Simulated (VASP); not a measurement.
Here is a VASP 6.6.1 calculation.

The input INCAR:

```
SYSTEM = P
PREC = Accurate
ENCUT = 520
EDIFF = 1E-6
ISMEAR = 0
SIGMA = 0.15
LREAL = .False.
LASPH = .True.
NELM = 80
ALGO = Normal
ISIF = 2
LWAVE = .False.
LCHARG = .False.
GGA = PS
IVDW = 12
NBANDS = 8
```

Contents of KPOINTS:

```
Automatic mesh
0
Gamma
  12 12 12
  0 0 0
```

The input POSCAR:

```
P
1.0
    4.2729048574      0.0000000000      0.0000000000
    0.0000000000      4.2729048574      0.0000000000
    0.0000000000      0.0000000000      4.2466600000
P
1
Direct
    0.0000000000      0.0000000000      0.0000000000
```

Potentials or basis: VASP PAW PBE potentials, release 64 (P).

Run with:

```sh
$ cat potpaw_PBE.64/P/POTCAR > POTCAR
$ mpirun -np 1 vasp_std > vasp.out
```

Task: What does it give for the band gap on the k mesh?

Result: Zero (an odd number of electrons rules out a gap without spin polarisation).

Task: Estimate the dispersion energy per atom.

Result: -0.084 eV.

Task: What does it give for the pressure?

Result: -4.3 GPa.

Stress tensor (GPa, compression positive):
```
-4.29  0.00  0.00
 0.00 -4.29  0.00
 0.00  0.00 -4.40
```

Caveat: the cell differs from its parent crystal (strain +0.000 along x and y, -0.030 along z); the cell stands under tension; the nearest neighbours stand farther apart than a usual bond; the PAW data sets were made with another functional, which shifts forces and pressure a little; an odd number of electrons without spin polarisation forces a metal; a magnetic or distorted state may lie lower.
